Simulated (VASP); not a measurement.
# GaN: single point with LDA

Crystal: GaN.

```xyz
2
Lattice="0.0000 2.2276 2.2276 2.2276 0.0000 2.2276 2.2276 2.2276 0.0000" Properties=species:S:1:pos:R:3 pbc="T T T"
Ga    0.0000    0.0000    0.0000
N     1.1138    1.1138    1.1138
```

```json
{
  "Program": "VASP 6.6.1",
  "Task": "single point",
  "Functional": "LDA",
  "Potentials or basis": "VASP PAW LDA potentials, release 64 (Ga_d, N)",
  "Cutoff": "600 eV",
  "k mesh": "10 × 10 × 10",
  "Occupations": "gaussian, width 0.02 eV",
  "Spin": "no spin polarisation"
}
```

```json
{
 "Pressure": "1.0 GPa",
 "Band gap on the k mesh": "1.97 eV"
}
```

Levels at points of the mesh, in eV from the valence-band top:
```
           k point  band 6  band 7  band 8  band 9  band 10  band 11  band 12  band 13
(0.00, 0.00, 0.00)  -13.24    0.00    0.00    0.00     1.97    10.33    10.33    10.33
(0.50, 0.00, 0.00)  -11.86   -7.35   -1.02   -1.02     4.78     8.77    10.38    10.38
(0.50, 0.50, 0.00)  -11.39   -6.35   -2.86   -2.86     3.26     6.69    11.75    14.12
```

Wall time 21 s on 1 thread of Intel(R) Xeon(R) 6975P-C (Granite Rapids) (shared host), peak memory 0.15 GiB.
